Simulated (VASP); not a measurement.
# Zr2HS4 in VASP: notebook, part 2 of 2

VASP 6.6.1. Earlier steps stand in the parts before.

### Step 3. Single point, PBE+D3(BJ)

Contents of INCAR:

```
SYSTEM = Zr2HS4
PREC = Accurate ; ENCUT = 400
EDIFF = 1E-6 ; ISMEAR = 0
SIGMA = 0.05 ; LREAL = .FALSE.
LASPH = .TRUE. ; NELM = 120
ALGO = Normal ; ISIF = 2
LWAVE = .FALSE. ; LCHARG = .FALSE.
LDIPOL = .TRUE. ; IDIPOL = 3
DIPOL = 0.5 0.5 0.296 ; GGA = PE
IVDW = 12 ; NBANDS = 62
GGA_COMPAT = .FALSE. ; NELMDL = -8
```

Contents of KPOINTS:

```
regular mesh
0
G
  6 6 1
  0 0 0
```

Contents of POSCAR:

```
Zr2HS4
1.0
    7.2976778227      0.0000000000      0.0000000000
   -3.6488389114      6.3199743831      0.0000000000
    0.0000000000      0.0000000000     20.9171506047
S Zr H
8 4 2
Direct
    0.3333333333      0.1666666667      0.1912306354
    0.3333333333      0.6666666667      0.1912306354
    0.8333333333      0.1666666667      0.1912306354
    0.8333333333      0.6666666667      0.1912306354
    0.1666666667      0.3333333333      0.3306927762
    0.1666666667      0.8333333333      0.3306927762
    0.6666666667      0.3333333333      0.3306927762
    0.6666666667      0.8333333333      0.3306927762
    0.0000000000      0.0000000000      0.2609617058
    0.0000000000      0.5000000000      0.2609617058
    0.5000000000      0.0000000000      0.2609617058
    0.5000000000      0.5000000000      0.2609617058
    0.2969803379      0.7030196621      0.5028003481
    0.3696863288      0.6303136712      0.5028003481
```

Potentials or basis: VASP PAW PBE potentials, release 64 (S, Zr_sv, H).

Command:

```console
$ cat potpaw_PBE.64/S/POTCAR potpaw_PBE.64/Zr_sv/POTCAR potpaw_PBE.64/H/POTCAR > POTCAR
$ mpirun -np 1 vasp_std > vasp.out
```

OUTCAR:

```text
SYSTEM = Zr2HS4
   PREC = Accurate
   ENCUT = 400
   EDIFF = 1E-6
   ISMEAR = 0
   LREAL = .FALSE.
   LASPH = .TRUE.
   NELM = 120
   ISIF = 2
   GGA = PE
   IVDW = 12
   NELMDL = -8
 IVDW          = 12

 ion  position               nearest neighbor table
   1  0.333  0.167  0.191-   9 2.56  12 2.56  11 2.56
   2  0.333  0.667  0.191-  10 2.56  11 2.56  12 2.56
   3  0.833  0.167  0.191-  11 2.56  10 2.56   9 2.56
   4  0.833  0.667  0.191-  12 2.56   9 2.56  10 2.56
   5  0.167  0.333  0.331-  12 2.56   9 2.56  10 2.56
   6  0.167  0.833  0.331-  11 2.56  10 2.56   9 2.56
   7  0.667  0.333  0.331-  10 2.56  11 2.56  12 2.56
   8  0.667  0.833  0.331-   9 2.56  12 2.56  11 2.56
   9  0.000  0.000  0.261-   1 2.56   8 2.56   5 2.56   4 2.56   6 2.56   3 2.56  12 3.65  12 3.65
                            11 3.65  11 3.65  10 3.65  10 3.65
  10  0.000  0.500  0.261-   2 2.56   7 2.56   6 2.56   3 2.56   4 2.56   5 2.56  11 3.65  11 3.65
                            12 3.65  12 3.65   9 3.65   9 3.65
  11  0.500  0.000  0.261-   3 2.56   6 2.56   2 2.56   7 2.56   1 2.56   8 2.56  10 3.65  10 3.65
                             9 3.65   9 3.65  12 3.65  12 3.65
  12  0.500  0.500  0.261-   4 2.56   5 2.56   1 2.56   8 2.56   7 2.56   2 2.56   9 3.65   9 3.65
                            10 3.65  10 3.65  11 3.65  11 3.65
  13  0.297  0.703  0.503-
  14  0.370  0.630  0.503-

  LATTYP: Found a hexagonal cell.
 ALAT       =     7.2976778227
 C/A-ratio  =     2.8662748771

  Lattice vectors:

 A1 = (   7.2976778227,   0.0000000000,   0.0000000000)
 A2 = (  -3.6488389114,   6.3199743831,   0.0000000000)
 A3 = (   0.0000000000,   0.0000000000,  20.9171506047)

Analysis of symmetry for initial positions (statically):
=====================================================================
 Subroutine PRICEL returns:
 Original cell was already a primitive cell.

 Routine SETGRP: Setting up the symmetry group for a
 hexagonal supercell.

 Subroutine GETGRP returns: Found  2 space group operations
 (whereof  2 operations were pure point group operations)
 out of a pool of 24 trial point group operations.

The static configuration has the point symmetry C_1h.

Analysis of symmetry for dynamics (positions and initial velocities):
=====================================================================
 Subroutine PRICEL returns:
 Original cell was already a primitive cell.

 Routine SETGRP: Setting up the symmetry group for a
 hexagonal supercell.

 Subroutine GETGRP returns: Found  2 space group operations
 (whereof  2 operations were pure point group operations)
 out of a pool of 24 trial point group operations.

The dynamic configuration has the point symmetry C_1h.

 Subroutine INISYM returns: Found  2 space group operations
 (whereof  2 operations are pure point group operations),
 and found     1 'primitive' translations

----------------------------------------------------------------------------------------

                                     Primitive cell

  volume of cell :     964.7228

  direct lattice vectors                    reciprocal lattice vectors
     7.297677823  0.000000000  0.000000000     0.137029891  0.079114245  0.000000000
    -3.648838911  6.319974383  0.000000000     0.000000000  0.158228489  0.000000000
[... 92 lines left out ...]
   LNONCOLLINEAR =      F non collinear calculations
   LSORBIT =      F    spin-orbit coupling
   LASPH  =      T    aspherical Exc in radial PAW
   ENCUT  =  400.0 eV  29.40 Ry    5.42 a.u.  11.90 11.90 34.11*2*pi/ulx,y,z
   NELM   =    120;   NELMIN=  2; NELMDL= -8     # of ELM steps
   EDIFF  = 0.1E-05   stopping-criterion for ELM
   LREAL  =      F    real-space projection
   EDIFFG = 0.1E-04   stopping-criterion for IOM
   NSW    =      0    number of steps for IOM
   IBRION =     -1    ionic relax: 0-MD 1-quasi-New 2-CG
   NFREE  =      0    steps in history (QN), initial steepest desc. (CG)
   ISIF   =      2    stress and relaxation
   ISYM   =      2    0-nonsym 1-usesym 2-fastsym
   POTIM  = 0.5000    time-step for ionic-motion
   TEBEG  =    0.0;   TEEND  =   0.0 temperature during run
   PSTRESS=    0.0 pullay stress
   NELECT =      98.0000    total number of electrons
   NUPDOWN=      -1.0000    fix difference up-down
   EMIN   =  10.00;   EMAX   =-10.00  energy-range for DOS
   EFERMI =   0.00;   METHOD = LEGACY
   ISMEAR =     0;   SIGMA  =   0.05  broadening in eV -4-tet -1-fermi 0-gaus
   EFERMI_NEDOS =   21; number of points for ismear=-14 and -15
   IALGO  =     38    algorithm
   IMIX   =      4    mixing-type and parameters
     AMIX     =   0.40;   BMIX     =  1.00
     AMIX_MAG =   1.60;   BMIX_MAG =  1.00
  volume/ion in A,a.u.               =      68.91       465.02
  Fermi-wavevector in a.u.,A,eV,Ry     =   0.763864  1.443494  7.938838  0.583488
  Thomas-Fermi vector in A             =   1.863639
   LORBIT       =      0    0 simple, 1 ext, 2 COOP (PROOUT), +10 PAW based schemes
   GGA     = PE    functional components
   LHFCALC =     F    Hartree Fock is set to
   AEXX    =    0.0000 exact exchange contribution
   IVDW    =    12    specifies the selected vdW correction
   LEPSILON=     F    determine dielectric tensor
   LRPA    =     F    only Hartree local field effects (RPA)
 non-spin polarized calculation
 Gauss-broadening in eV      SIGMA  =   0.05
  energy-cutoff  :      400.00
  volume of cell :      964.72
 maximum number of plane-waves:     17598
   NGX = 23   NGY = 23   NGZ = 69

 dipolmoment           0.000000      0.000000      0.012452 electrons x Angstroem

 number of electron      98.0000015 magnetization

 dipolmoment           0.000000      0.000000     -0.000538 electrons x Angstroem

 Free energy of the ion-electron system (eV)
  ---------------------------------------------------
  ext. energy  EPLUGINS =         0.00000000
  ---------------------------------------------------
  free energy    TOTEN  =       -92.13080463 eV

  energy without entropy =      -92.13080463  energy(sigma->0) =      -92.13080463

 E-fermi :  -3.0192     XC(G=0):  -3.3876

 val. band max:       -3.2703266498   @ k =   0.0000   0.0000   0.0000
 cond. band min:      -2.1684285641   @ k =   0.0000   0.0000   0.0000
 fundamental gap:      1.1018980857
 Fermi energy:        -3.0191543043

 k-point     1 :       0.0000    0.0000    0.0000
  band No.  band energies     occupation
      1     -52.1270      2.00000
      2     -52.1071      2.00000
      3     -52.1067      2.00000
      4     -52.1061      2.00000
      5     -30.3093      2.00000
      6     -30.3089      2.00000
[... 821 lines left out ...]
     60       0.2883      0.00000
     61       0.2906      0.00000
 [bands above 61 left out]

------------------------ aborting loop because EDIFF is reached ----------------------------------------

 vacuum level on the upper side and lower side of the slab       (xc-potential included)        -0.085        -0.061

 Edisp (eV)   -3.00192

 E8    (eV) :    -1.3480

  FORCE on cell =-STRESS in cart. coord.  units (eV):
  Direction    XX          YY          ZZ          XY          YZ          ZX
  --------------------------------------------------------------------------------------
  -------------------------------------------------------------------------------------
  Total      -2.69690    -1.12823    -0.38075     1.35851     0.00238    -0.00411
  in kB      -4.47892    -1.87373    -0.63233     2.25616     0.00394    -0.00683
  external pressure =       -2.33 kB  Pullay stress =        0.00 kB

 VOLUME and BASIS-vectors are now :
 -----------------------------------------------------------------------------
  energy-cutoff  :      400.00
  volume of cell :      964.72
      direct lattice vectors                 reciprocal lattice vectors
     7.297677823  0.000000000  0.000000000     0.137029891  0.079114245  0.000000000
    -3.648838911  6.319974383  0.000000000     0.000000000  0.158228489  0.000000000
     0.000000000  0.000000000 20.917150605     0.000000000  0.000000000  0.047807659

 POSITION                                       TOTAL-FORCE (eV/Angst)
 -----------------------------------------------------------------------------------
      1.82442      1.05333      4.00000         0.001277     -0.000391     -0.010055
     -0.00000      4.21332      4.00000        -0.000898      0.000518     -0.007891
      5.47326      1.05333      4.00000        -0.001118      0.000645     -0.009017
      3.64884      4.21332      4.00000         0.000977     -0.000911     -0.010055
      0.00000      2.10666      6.91715         0.000154      0.003162      0.016270
     -1.82442      5.26665      6.91715         0.002788     -0.001610      0.020791
      3.64884      2.10666      6.91715        -0.000069      0.000040      0.014875
      1.82442      5.26665      6.91715        -0.002662     -0.001715      0.016270
      0.00000      0.00000      5.45858        -0.002643      0.001526      0.002573
     -1.82442      3.15999      5.45858         0.003965     -0.000815      0.003489
      3.64884      0.00000      5.45858         0.002688     -0.003026      0.003489
      1.82442      3.15999      5.45858        -0.003685      0.002127      0.004521
     -0.39794      4.44307     10.51715         2.957607     -1.707575     -0.023012
      0.39794      3.98357     10.51715        -2.958383      1.708023     -0.022248
 -----------------------------------------------------------------------------------
    total drift:                                0.000001     -0.000001      0.000582

  FREE ENERGIE OF THE ION-ELECTRON SYSTEM (eV)
  ---------------------------------------------------
  free  energy   TOTEN  =       -95.1327240542 eV

  energy  without entropy=      -95.1327240542  energy(sigma->0) =      -95.13272405

 vacuum level on the upper side and lower side of the slab         3.097         3.111
```

Run time: 25 min. Hardware: 1 thread of Intel Xeon Platinum 8259CL at 2.50GHz (Skylake/Cascade Lake), shared host; peak memory 0.91 GiB.

What came out:

| Property | Result |
| --- | --- |
| Free energy | -95.1327 eV |
| Largest force | 3.416 eV/Å |
| Band gap on the k mesh | 1.10 eV |
| Dispersion energy per atom | -0.214 eV |

Forces in eV/Å, atoms in the order of the input:
```
S    0.001  0.000 -0.010
S   -0.001  0.001 -0.008
S   -0.001  0.001 -0.009
S    0.001 -0.001 -0.010
S    0.000  0.003  0.016
S    0.003 -0.002  0.021
S    0.000  0.000  0.015
S   -0.003 -0.002  0.016
Zr  -0.003  0.002  0.003
Zr   0.004 -0.001  0.003
Zr   0.003 -0.003  0.003
Zr  -0.004  0.002  0.005
H    2.958 -1.708 -0.023
H   -2.958  1.708 -0.022
```

Levels at points of the mesh, in eV from the valence-band top:
```csv
k point,band 46,band 47,band 48,band 49,band 50,band 51,band 52,band 53
"(0.00, 0.00, 0.00)",-0.92,-0.88,0.00,0.00,1.10,1.10,1.10,1.69
"(0.50, 0.00, 0.00)",-0.85,-0.85,-0.50,-0.49,1.48,1.48,2.28,2.28
"(0.50, 0.50, 0.00)",-0.85,-0.85,-0.50,-0.49,1.48,1.48,2.28,2.28
```

### Step 4. Single point, PBE+D3(BJ)

Contents of INCAR:

```
PREC = Accurate
ENCUT = 400
EDIFF = 1E-6
ISMEAR = 0
SIGMA = 0.05
LREAL = False
LASPH = True
NELM = 120
ALGO = Normal
ISIF = 2
LWAVE = False
LCHARG = False
LDIPOL = True
IDIPOL = 3
DIPOL = 0.5 0.5 0.281
GGA = PE
IVDW = 12
NBANDS = 62
GGA_COMPAT = False
NELMDL = -8
```

Contents of KPOINTS:

```
Automatic mesh
0
Gamma
  6 6 1
```

Changes to POSCAR since step 3:

```diff
@@ -20,3 +20,3 @@
     0.5000000000      0.5000000000      0.2609617058
-    0.2969803379      0.7030196621      0.5028003481
-    0.3696863288      0.6303136712      0.5028003481
+    0.2741954354      0.7258045646      0.3981015752
+    0.3924712313      0.6075287687      0.3981015752
```

Command:

```console
$ cat potpaw_PBE.64/S/POTCAR potpaw_PBE.64/Zr_sv/POTCAR potpaw_PBE.64/H/POTCAR > POTCAR
$ mpirun -np 1 vasp_std > vasp.out
```

Wall time 19 min (1 thread of Intel Xeon Platinum 8559C (Emerald Rapids), shared host); peak memory 0.89 GiB.

It converged, with:

| Quantity | Value |
| --- | --- |
| Free energy | -92.7714 eV |
| Largest force | 3.012 eV/Å |
| Band gap on the k mesh | 0.66 eV |
| Dispersion energy per atom | -0.226 eV |

Forces in eV/Å, atoms in the order of the input:
```
S   -0.038  0.026 -0.007
S   -0.024  0.014  0.060
S    0.051 -0.030 -0.067
S   -0.042  0.020 -0.007
S   -0.079  0.099  0.013
S    0.554 -0.320  0.598
S   -0.008  0.004  0.092
S   -0.125  0.020  0.013
Zr  -0.233  0.134 -0.156
Zr   0.098 -0.198 -0.187
Zr   0.220  0.014 -0.187
Zr   0.071 -0.041 -0.266
H    2.158 -1.246 -0.072
H   -2.604  1.503  0.174
```

Levels at points of the mesh, in eV from the valence-band top:
```
           k point  band 45  band 46  band 47  band 48  band 49  band 50  band 51  band 52  band 53  band 54
(0.00, 0.00, 0.00)    -1.39    -1.35    -0.48    -0.47     0.00     0.66     0.68     0.85     1.28     1.29
(0.50, 0.00, 0.00)    -1.36    -1.29    -1.26    -0.94    -0.29     1.09     1.11     1.82     1.87     2.27
(0.50, 0.50, 0.00)    -1.30    -1.30    -1.20    -1.01    -0.37     1.06     1.08     1.79     1.88     2.32
```

### Step 5. Summary

```tsv
cell	gap on the mesh (eV)	largest force (eV/Å)
as given, atomic positions A	0.13	3.09
as given, atomic positions B	1.10	3.42
as given, atomic positions C	0.66	3.01
```

Alike in all rows: task single point; level PBE+D3(BJ); potentials or basis VASP PAW PBE potentials, release 64 (S, Zr_sv, H); no spin polarisation; k mesh 6 × 6 × 1; cutoff (eV) 400; smearing gaussian 0.05 eV.

Absolute energies hang on the potentials; compare differences alone.
